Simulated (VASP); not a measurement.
## AlOsC6N6: single point with PBE

Crystal: AlOsC6N6.

```
Al Os C N
1.0
     0.00000    5.15848    5.15848
     5.15848    0.00000    5.15848
     5.15848    5.15848    0.00000
Al Os C N
1 1 6 6
Cartesian
  5.1585 5.1585 5.1585
  0.0000 0.0000 0.0000
  2.0268 5.1585 5.1585
  5.1585 2.0268 5.1585
  5.1585 5.1585 2.0268
  8.2901 5.1585 5.1585
  5.1585 8.2901 5.1585
  5.1585 5.1585 8.2901
  3.1950 5.1585 5.1585
  5.1585 3.1950 5.1585
  5.1585 5.1585 3.1950
  7.1220 5.1585 5.1585
  5.1585 7.1220 5.1585
  5.1585 5.1585 7.1220
```

| Item | Value |
| --- | --- |
| Program | VASP 6.6.1 |
| Task | single point |
| Functional | PBE |
| Potentials or basis | VASP PAW PBE potentials, release 64 (Al, Os, C, N) |
| Cutoff | 520 eV |
| k mesh | 4 × 4 × 4 |
| Occupations | gaussian, width 0.1 eV |
| Spin | collinear spin |
| Starting moments | [0.0, 1.0, 0.0, 0.0, 0.0, 0.0, 0.0, 0.0, 0.0, 0.0, 0.0, 0.0, 0.0, 0.0] μB |
| Dipole correction | no |
| Further INCAR settings | ALGO = Normal; EDIFF = 1e-07; NBANDS = 50 |

| Property | Result |
| --- | --- |
| Pressure | 0.8 GPa |
| Largest force | 0.379 eV/Å |
| Band gap on the k mesh | zero (filled and empty bands overlap) |
| Net moment | 0.98 μB per cell |
| Site moments | Al -0.00; Os +0.63; C -0.01; N +0.06 μB |
| Valence electrons inside the program's atomic spheres | Al 0.66; Os 7.85; C 2.60; N 3.93 |

Forces on the atoms (eV/Å):
```
Al   0.000  0.000  0.000
Os   0.000  0.000  0.000
C   -0.312  0.000  0.000
C    0.000 -0.312  0.000
C    0.000  0.000 -0.312
C    0.312  0.000  0.000
C    0.000  0.312  0.000
C    0.000  0.000  0.312
N    0.379  0.000  0.000
N    0.000  0.379  0.000
N    0.000  0.000  0.379
N   -0.379  0.000  0.000
N    0.000 -0.379  0.000
N    0.000  0.000 -0.379
```

Levels at points of the mesh, in eV from the Fermi level:
Spin up:
```tsv
k point	band 29	band 30	band 31	band 32	band 33	band 34	band 35	band 36	band 37	band 38
(0.00, 0.00, 0.00)	-1.91	-1.91	-0.91	-0.91	-0.91	5.13	5.13	5.13	5.64	5.64
(0.50, 0.00, 0.00)	-1.84	-1.84	-0.47	-0.41	-0.41	4.43	4.75	4.75	6.05	6.05
(0.50, 0.50, 0.00)	-1.91	-1.82	-0.90	-0.11	-0.11	4.95	5.41	5.41	5.54	5.54
```
Spin down:
```tsv
k point	band 29	band 30	band 31	band 32	band 33	band 34	band 35	band 36	band 37	band 38
(0.00, 0.00, 0.00)	-1.83	-1.83	-0.55	-0.55	-0.55	5.16	5.16	5.16	5.78	5.78
(0.50, 0.00, 0.00)	-1.79	-1.79	-0.12	-0.05	-0.05	4.45	4.76	4.77	6.10	6.10
(0.50, 0.50, 0.00)	-1.83	-1.77	-0.54	0.24	0.24	4.98	5.45	5.45	5.57	5.57
```

Run time: 6.1 min on 1 thread of Intel(R) Xeon(R) Platinum 8488C (Sapphire Rapids), on a shared host, peak memory 0.61 GiB.

Caveat: spin-orbit coupling is left out, which moves the levels of the heavy elements.
